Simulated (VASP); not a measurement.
Be2C: single point with PBE

The system is Be2C.

```
Be C
1.0
     0.00000    1.93529    1.93529
     1.93529    0.00000    1.93529
     1.93529    1.93529    0.00000
Be C
2 1
Direct
  0.75000 0.75000 0.75000
  0.25000 0.25000 0.25000
  0.00000 0.00000 0.00000
```

* Program: VASP 6.6.1
* Task: single point
* Functional: PBE
* Potentials or basis: VASP PAW PBE potentials, release 64 (Be, C)
* Cutoff: 600 eV
* k mesh: 2 × 2 × 2
* Occupations: fermi-dirac, width 0.1 eV
* Spin: no spin polarisation

```
Pressure               : 145.6 GPa
Band gap on the k mesh : 0.81 eV, indirect (least direct gap 4.14 eV)
```

Levels at points of the mesh, in eV from the valence-band top:
```
           k point  band 1  band 2  band 3  band 4  band 5  band 6  band 7  band 8
(0.00, 0.00, 0.00)  -18.01    0.00    0.00    0.00    4.14    4.14    4.14   10.63
(0.50, 0.00, 0.00)  -14.19  -11.52   -2.59   -2.59    5.01    5.01   10.83   11.79
(0.50, 0.50, 0.00)  -13.53   -8.39   -6.62   -6.62    0.81    7.78   17.15   17.15
```

Run time: 4.5 s on 1 thread of Intel(R) Xeon(R) Platinum 8375C CPU @ 2.90GHz (Ice Lake) (shared host), peak memory 0.12 GiB.

Caveat: the k points lie up to 1.41 Å⁻¹ apart. A k mesh can miss the band edges.
